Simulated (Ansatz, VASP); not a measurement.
One calculation of LiF, two programs

Contents of INCAR:

```
SYSTEM = LiF
PREC = Accurate
ENCUT = 520
EDIFF = 1E-6
ISMEAR = -1
SIGMA = 0.02
LREAL = .False.
LASPH = .True.
NELM = 80
ALGO = Normal
ISIF = 2
LWAVE = .False.
LCHARG = .True.
GGA = PE
LELF = .True.
LVHAR = .True.
NBANDS = 12
```

Contents of KPOINTS:

```
regular mesh
0
Gamma
  10 10 10
  0 0 0
```

POSCAR

```
LiF
1.0
    0.0000000000      1.9150768680      1.9150768680
    1.9150768680      0.0000000000      1.9150768680
    1.9150768680      1.9150768680      0.0000000000
Li F
1 1
Direct
    0.0000000000      0.0000000000      0.0000000000
    0.5000000000      0.5000000000      0.5000000000
```

Input for Ansatz:

```yaml
crystal:
  lattice:
    - [0.0, 1.915076868, 1.915076868]
    - [1.915076868, 0.0, 1.915076868]
    - [1.915076868, 1.915076868, 0.0]
  atoms:
    - { symbol: Li, position: [0.0, 0.0, 0.0] }
    - { symbol: F, position: [0.5, 0.5, 0.5] }
kpoints:
  mp_grid: { grid: [10, 10, 10] }
  band_path:
    path:
      - [0.0, 0.0, 0.0]
      - [0.5, 0.0, 0.5]
      - [0.625, 0.25, 0.625]
      - [0.375, 0.375, 0.75]
      - [0.5, 0.5, 0.5]
      - [0.5, 0.25, 0.75]
      - [-0.0625, 0.0, 0.0625]
    npoints: 1
hamiltonian:
  xc: pbe
scf:
  occupations: { method: fermi_dirac, width: 0.02 }
  n_extra_bands: 4
output:
  forces: true
  stress: true
  eigenvalues: true
```

Change from the starting cell: hydrostatic strain -4.0%.

Alike in both runs: task single point; functional PBE; k mesh 10 × 10 × 10; occupations fermi-dirac, width 0.02 eV; no spin polarisation.

|  | VASP | Ansatz |
| --- | --- | --- |
| version | VASP 6.6.1 | Ansatz 0.2.0 |
| potentials or method | VASP PAW PBE potentials, release 64 (Li_sv, F) | plane waves, PAW |
| plane-wave cutoff (eV) | 520 | 420 |
| valence electrons in the cell | 10 | 10 |

```tsv
	VASP	Ansatz	Ansatz less VASP
gap on the k mesh at the Fermi level (eV)	10.57	10.57	-0.004
```

Noted on VASP's run: the cutoff is under 1.25 times that of the potentials, so the pressure is a little rough.
